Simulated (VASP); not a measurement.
# Mg6O5 (a cell with a defect) in VASP: a series of runs, part 2 of 3

VASP 6.6.1. The steps go on from the part before.

### Step 3. Single point, PBEsol

Contents of INCAR:

```
SYSTEM = Mg6O5
PREC     = Accurate       ! precision mode
ENCUT    = 620            ! plane-wave cutoff, eV
EDIFF    = 1E-6           ! SCF threshold, eV
ISMEAR   = 0              ! smearing method
SIGMA    = 0.05           ! smearing width, eV
LREAL    = .FALSE.        ! projectors in reciprocal space
LASPH    = .TRUE.         ! aspherical terms in the spheres
NELM     = 120            ! most SCF steps
ALGO     = Normal         ! electronic algorithm
ISIF     = 2              ! what is computed and relaxed
LWAVE    = .FALSE.        ! write WAVECAR
LCHARG   = .TRUE.         ! write CHGCAR
GGA      = PS             ! functional
LELF     = .TRUE.         ! ELF
LVHAR    = .TRUE.       
NBANDS   = 56             ! bands
GGA_COMPAT= .FALSE.
```

Contents of KPOINTS:

```
regular mesh
0
G
  4 4 4
  0 0 0
```

Contents of POSCAR:

```
Mg6O5
1.0
    5.5908553621      0.0000000000      0.0000000000
    0.0000000000      5.5908553621      0.0000000000
    0.0000000000      0.0000000000      5.5908553621
Mg O
6 5
Direct
    0.2500000000      0.0000000000      0.5000000000
    0.0000000000      0.5000000000      0.2500000000
    0.5000000000      0.7500000000      0.0000000000
    0.7500000000      0.0000000000      0.5000000000
    0.0000000000      0.5000000000      0.7500000000
    0.5000000000      0.2500000000      0.0000000000
    0.5000000000      0.0000000000      0.2500000000
    0.0000000000      0.7500000000      0.5000000000
    1.0000000000      0.4686988862      0.0000000000
    0.5000000000      0.0000000000      0.7500000000
    0.0000000000      0.2500000000      0.5000000000
```

Potentials or basis: VASP PAW PBE potentials, release 64 (Mg_sv, O).

Run with:

```bash
cat potpaw_PBE.64/Mg_sv/POTCAR potpaw_PBE.64/O/POTCAR > POTCAR
mpirun -np 1 vasp_std > vasp.out
```

OUTCAR:

```text
SYSTEM = Mg6O5
   PREC = Accurate
   ENCUT = 620
   EDIFF = 1E-6
   ISMEAR = 0
   LREAL = .FALSE.
   LASPH = .TRUE.
   NELM = 120
   ISIF = 2
   GGA = PS

 ion  position               nearest neighbor table
   1  0.250  0.000  0.500-   7 1.98   8 1.98  10 1.98  11 1.98
   2  0.000  0.500  0.250-   9 1.41   8 1.98  11 1.98
   3  0.500  0.750  0.000-   7 1.98  10 1.98
   4  0.750  0.000  0.500-   7 1.98   8 1.98  10 1.98  11 1.98
   5  0.000  0.500  0.750-   9 1.41   8 1.98  11 1.98
   6  0.500  0.250  0.000-   7 1.98  10 1.98
   7  0.500  0.000  0.250-   1 1.98   3 1.98   4 1.98   6 1.98
   8  0.000  0.750  0.500-   1 1.98   2 1.98   4 1.98   5 1.98
   9  0.000  0.469  0.000-   2 1.41   5 1.41
  10  0.500  0.000  0.750-   1 1.98   3 1.98   4 1.98   6 1.98
  11  0.000  0.250  0.500-   1 1.98   2 1.98   4 1.98   5 1.98

  LATTYP: Found a simple cubic cell.
 ALAT       =     5.5908553621

  Lattice vectors:

 A1 = (   5.5908553621,   0.0000000000,   0.0000000000)
 A2 = (   0.0000000000,   5.5908553621,   0.0000000000)
 A3 = (   0.0000000000,   0.0000000000,   5.5908553621)

Analysis of symmetry for initial positions (statically):
=====================================================================
 Subroutine PRICEL returns:
 Original cell was already a primitive cell.

 Routine SETGRP: Setting up the symmetry group for a
 simple cubic supercell.

 Subroutine GETGRP returns: Found  4 space group operations
 (whereof  4 operations were pure point group operations)
 out of a pool of 48 trial point group operations.

The static configuration has the point symmetry C_2v.

Analysis of symmetry for dynamics (positions and initial velocities):
=====================================================================
 Subroutine PRICEL returns:
 Original cell was already a primitive cell.

 Routine SETGRP: Setting up the symmetry group for a
 simple cubic supercell.

[... 151 lines left out ...]
   LEPSILON=     F    determine dielectric tensor
   LRPA    =     F    only Hartree local field effects (RPA)
 non-spin polarized calculation
 Gauss-broadening in eV      SIGMA  =   0.05
  energy-cutoff  :      620.00
  volume of cell :      174.76
 maximum number of plane-waves:      6158
 NGX is ok and might be reduce to    48
   NGX = 23   NGY = 23   NGZ = 23

 number of electron      89.9999906 magnetization

 Free energy of the ion-electron system (eV)
  ---------------------------------------------------
  ext. energy  EPLUGINS =         0.00000000
  ---------------------------------------------------
  free energy    TOTEN  =       -52.14974646 eV

  energy without entropy =      -52.14949872  energy(sigma->0) =      -52.14962259

 E-fermi :   2.3941     XC(G=0):  -8.7377

 val. band max:        2.3377196605   @ k =   0.5000   0.5000   0.5000
 cond. band min:       2.4504670460   @ k =   0.0000   0.0000   0.5000
 fundamental gap:      0.1127473855
 Fermi energy:         2.3941097508

 k-point     1 :       0.0000    0.0000    0.0000
  band No.  band energies     occupation
      1     -72.9785      2.00000
      2     -72.9193      2.00000
      3     -72.0879      2.00000
      4     -72.0807      2.00000
      5     -71.2971      2.00000
      6     -71.2887      2.00000
[... 1405 lines left out ...]
     55      10.0437      0.00000
     56      10.2352      0.00000

 [... further k-points ...]

------------------------ aborting loop because EDIFF is reached ----------------------------------------

  FORCE on cell =-STRESS in cart. coord.  units (eV):
  Direction    XX          YY          ZZ          XY          YZ          ZX
  --------------------------------------------------------------------------------------
  -------------------------------------------------------------------------------------
  Total       -0.3133812      2.9565711     66.5960213      0.0000000      0.0000000      0.0000000
  in kB       -2.8730864     27.1059191    610.5540198      0.0000000      0.0000000      0.0000000
  external PRESSURE =     211.5956175 kB  Pullay stress =       0.0000000 kB

 VOLUME and BASIS-vectors are now :
 -----------------------------------------------------------------------------
  energy-cutoff  :      620.00
  volume of cell :      174.76
      direct lattice vectors                 reciprocal lattice vectors
     5.590855362  0.000000000  0.000000000     0.178863508  0.000000000  0.000000000
     0.000000000  5.590855362  0.000000000     0.000000000  0.178863508  0.000000000
     0.000000000  0.000000000  5.590855362     0.000000000  0.000000000  0.178863508

 POSITION                                       TOTAL-FORCE (eV/Angst)
 -----------------------------------------------------------------------------------
      1.39771      0.00000      2.79543        -0.149787      0.090905      0.000000
      0.00000      2.79543      1.39771         0.000000      2.658059     23.649582
      2.79543      4.19314      0.00000         0.000000      0.510023      0.000000
      4.19314      0.00000      2.79543         0.149787      0.090905      0.000000
      0.00000      2.79543      4.19314         0.000000      2.658059    -23.649582
      2.79543      1.39771      0.00000         0.000000     -0.358098      0.000000
      2.79543      0.00000      1.39771         0.000000      0.009733     -0.240145
      0.00000      4.19314      2.79543         0.000000      0.137782      0.000000
      0.00000      2.62043      0.00000         0.000000     -5.683196      0.000000
      2.79543      0.00000      4.19314         0.000000      0.009733      0.240145
      0.00000      1.39771      2.79543         0.000000     -0.123904      0.000000
 -----------------------------------------------------------------------------------
    total drift:                                0.000000      0.000153      0.000000

  FREE ENERGIE OF THE ION-ELECTRON SYSTEM (eV)
  ---------------------------------------------------
  free  energy   TOTEN  =       -52.1497464609 eV

  energy  without entropy=      -52.1494987193  energy(sigma->0) =      -52.14962259
```

OSZICAR:

```text
N       E                     dE             d eps       ncg     rms          rms(c)
DAV:   1     0.116807088973E+04    0.11681E+04   -0.64247E+04  3744   0.200E+03
DAV:   2     0.652539401925E+02   -0.11028E+04   -0.10757E+04  3472   0.593E+02
DAV:   3    -0.478276223980E+02   -0.11308E+03   -0.11242E+03  3928   0.159E+02
DAV:   4    -0.670114475923E+02   -0.19184E+02   -0.19012E+02  4688   0.519E+01
DAV:   5    -0.689230023922E+02   -0.19116E+01   -0.19113E+01  3696   0.134E+01    0.237E+01
DAV:   6    -0.524130138009E+02    0.16510E+02   -0.60510E+01  3248   0.312E+01    0.813E+00
DAV:   7    -0.523747603866E+02    0.38253E-01   -0.51442E+00  4176   0.798E+00    0.433E+00
DAV:   8    -0.521794748426E+02    0.19529E+00   -0.49246E-01  3536   0.389E+00    0.132E+00
DAV:   9    -0.521443509638E+02    0.35124E-01   -0.99082E-02  3928   0.163E+00    0.324E-01
DAV:  10    -0.521471812617E+02   -0.28303E-02   -0.14627E-02  3704   0.564E-01    0.210E-01
DAV:  11    -0.521495765161E+02   -0.23953E-02   -0.35598E-03  3792   0.389E-01    0.788E-02
DAV:  12    -0.521496121798E+02   -0.35664E-04   -0.73757E-04  3624   0.142E-01    0.401E-02
DAV:  13    -0.521497163266E+02   -0.10415E-03   -0.25461E-04  3584   0.964E-02    0.221E-02
DAV:  14    -0.521497390573E+02   -0.22731E-04   -0.57537E-05  3472   0.333E-02    0.770E-03
DAV:  15    -0.521497459198E+02   -0.68625E-05   -0.11013E-05  3048   0.150E-02    0.432E-03
DAV:  16    -0.521497464609E+02   -0.54104E-06   -0.16966E-06  2752   0.744E-03
   1 F= -.52149746E+02 E0= -.52149623E+02  d E =-.247742E-03
```

Run time: 5.8 min. Hardware: 1 thread of Intel Xeon Platinum 8259CL at 2.50GHz (Skylake/Cascade Lake), shared host; peak memory 0.46 GiB.

Results:

```
Free energy            : -52.1497 eV
Pressure               : 21.2 GPa
Largest force          : 23.798 eV/Å
Band gap on the k mesh : 0.11 eV
```

Forces on the atoms (eV/Å):
```
Mg   -0.150   0.091   0.000
Mg    0.000   2.658  23.650
Mg    0.000   0.510   0.000
Mg    0.150   0.091   0.000
Mg    0.000   2.658 -23.650
Mg    0.000  -0.358   0.000
O     0.000   0.010  -0.240
O     0.000   0.138   0.000
O     0.000  -5.683   0.000
O     0.000   0.010   0.240
O     0.000  -0.124   0.000
```

Stress tensor (GPa, compression positive):
```
-0.29  0.00  0.00
 0.00  2.71  0.00
 0.00  0.00 61.06
```

Caveat: the cell differs from its parent crystal (atoms taken out, atom 9 moved 0.500 of the way to it and -0.175 Å across, host rigid); atoms lie so close that the PAW spheres overlap strongly, which falsifies energies and pressures; the PAW data sets were made with another functional, which shifts forces and pressure a little.

### Step 4. Single point, PBEsol

Contents of INCAR:

```
PREC = Accurate
ENCUT = 620
EDIFF = 1E-6
ISMEAR = 0
SIGMA = 0.05
LREAL = F
LASPH = T
NELM = 120
ALGO = Normal
ISIF = 2
LWAVE = F
LCHARG = T
GGA = PS
LELF = T
LVHAR = T
NBANDS = 56
GGA_COMPAT = F
```

Contents of KPOINTS:

```
regular mesh
0
Gamma
  4 4 4
```

Changes to POSCAR since step 3:

```diff
@@ -16,3 +16,3 @@
     0.0000000000      0.7500000000      0.5000000000
-    1.0000000000      0.4686988862      0.0000000000
+    0.9375000000      0.5000000000      0.0000000000
     0.5000000000      0.0000000000      0.7500000000
```

Potentials or basis: VASP PAW PBE potentials, release 64 (Mg_sv, O).

Run with:

```bash
cat potpaw_PBE.64/Mg_sv/POTCAR potpaw_PBE.64/O/POTCAR > POTCAR
mpirun -np 1 vasp_std > vasp.out
```

OUTCAR:

```text
PREC = Accurate
   ENCUT = 620
   EDIFF = 1E-6
   ISMEAR = 0
   LREAL = F
   LASPH = T
   NELM = 120
   ISIF = 2
   GGA = PS

 ion  position               nearest neighbor table
   1  0.250  0.000  0.500-   7 1.98   8 1.98  10 1.98  11 1.98
   2  0.000  0.500  0.250-   9 1.44   8 1.98  11 1.98
   3  0.500  0.750  0.000-   7 1.98  10 1.98
   4  0.750  0.000  0.500-   7 1.98   8 1.98  10 1.98  11 1.98
[... 1642 lines left out ...]
  in kB       22.6513060     13.5984863    496.4714765      0.0000000      0.0000000      0.0000000
  external PRESSURE =     177.5737563 kB  Pullay stress =       0.0000000 kB

 VOLUME and BASIS-vectors are now :
 -----------------------------------------------------------------------------
  energy-cutoff  :      620.00
  volume of cell :      174.76
      direct lattice vectors                 reciprocal lattice vectors
     5.590855362  0.000000000  0.000000000     0.178863508  0.000000000  0.000000000
     0.000000000  5.590855362  0.000000000     0.000000000  0.178863508  0.000000000
     0.000000000  0.000000000  5.590855362     0.000000000  0.000000000  0.178863508

 POSITION                                       TOTAL-FORCE (eV/Angst)
 -----------------------------------------------------------------------------------
      1.39771      0.00000      2.79543        -0.130422      0.000000      0.000000
      0.00000      2.79543      1.39771         5.135346     -0.000000     19.271671
      2.79543      4.19314      0.00000         0.192201      0.334211      0.000000
      4.19314      0.00000      2.79543         0.155399      0.000000      0.000000
      0.00000      2.79543      4.19314         5.135346     -0.000000    -19.271671
      2.79543      1.39771      0.00000         0.192201     -0.334211      0.000000
      2.79543      0.00000      1.39771         0.127529     -0.000000     -0.229178
      0.00000      4.19314      2.79543        -0.037192      0.108668      0.000000
      5.24143      2.79543      0.00000       -10.860744      0.000000      0.000000
      2.79543      0.00000      4.19314         0.127529     -0.000000      0.229178
      0.00000      1.39771      2.79543        -0.037192     -0.108668      0.000000
 -----------------------------------------------------------------------------------
    total drift:                               -0.000281     -0.000000      0.000000

  FREE ENERGIE OF THE ION-ELECTRON SYSTEM (eV)
  ---------------------------------------------------
  free  energy   TOTEN  =       -53.8109009013 eV

  energy  without entropy=      -53.8108917941  energy(sigma->0) =      -53.81089635
```

OSZICAR:

```text
N       E                     dE             d eps       ncg     rms          rms(c)
DAV:   1     0.116587518633E+04    0.11659E+04   -0.64239E+04  3744   0.200E+03
DAV:   2     0.636591915494E+02   -0.11022E+04   -0.10762E+04  3480   0.594E+02
DAV:   3    -0.486619480143E+02   -0.11232E+03   -0.11162E+03  3896   0.158E+02
DAV:   4    -0.679777998535E+02   -0.19316E+02   -0.19161E+02  4696   0.520E+01
DAV:   5    -0.699091445165E+02   -0.19313E+01   -0.19311E+01  3712   0.135E+01    0.234E+01
DAV:   6    -0.540706145977E+02    0.15839E+02   -0.58844E+01  3272   0.305E+01    0.821E+00
DAV:   7    -0.540299825332E+02    0.40632E-01   -0.48770E+00  4096   0.778E+00    0.428E+00
DAV:   8    -0.538364168842E+02    0.19357E+00   -0.50029E-01  3944   0.388E+00    0.123E+00
DAV:   9    -0.538058885319E+02    0.30528E-01   -0.93581E-02  3664   0.154E+00    0.307E-01
DAV:  10    -0.538084154309E+02   -0.25269E-02   -0.98449E-03  3680   0.514E-01    0.191E-01
DAV:  11    -0.538107277675E+02   -0.23123E-02   -0.29935E-03  3792   0.343E-01    0.689E-02
DAV:  12    -0.538107651732E+02   -0.37406E-04   -0.50814E-04  3616   0.130E-01    0.356E-02
DAV:  13    -0.538108819254E+02   -0.11675E-03   -0.25608E-04  3616   0.930E-02    0.220E-02
DAV:  14    -0.538108932636E+02   -0.11338E-04   -0.47356E-05  3536   0.302E-02    0.743E-03
DAV:  15    -0.538109004959E+02   -0.72322E-05   -0.12423E-05  2944   0.140E-02    0.414E-03
DAV:  16    -0.538109009013E+02   -0.40549E-06   -0.14328E-06  2832   0.688E-03
   1 F= -.53810901E+02 E0= -.53810896E+02  d E =-.910728E-05
```

Run time: 7.1 min. Hardware: 1 thread of AMD EPYC 7R13 (Zen 3), shared host; peak memory 0.44 GiB.

What came out:

```
Free energy            : -53.8109 eV
Pressure               : 17.8 GPa
Largest force          : 19.944 eV/Å
Band gap on the k mesh : 0.21 eV
```

Forces in eV/Å, atoms in the order of the input:
```
Mg   -0.130   0.000   0.000
Mg    5.135   0.000  19.272
Mg    0.192   0.334   0.000
Mg    0.155   0.000   0.000
Mg    5.135   0.000 -19.272
Mg    0.192  -0.334   0.000
O     0.128   0.000  -0.229
O    -0.037   0.109   0.000
O   -10.861   0.000   0.000
O     0.128   0.000   0.229
O    -0.037  -0.109   0.000
```

Stress tensor (GPa, compression positive):
```
 2.27  0.00  0.00
 0.00  1.36  0.00
 0.00  0.00 49.65
```

Caveat: the cell differs from its parent crystal (atoms taken out, atom 9 moved 0.375 of the way to it and +0.000 Å across, host rigid); atoms lie so close that the PAW spheres overlap strongly, which falsifies energies and pressures; the PAW data sets were made with another functional, which shifts forces and pressure a little.

[end of part 2 of 3]
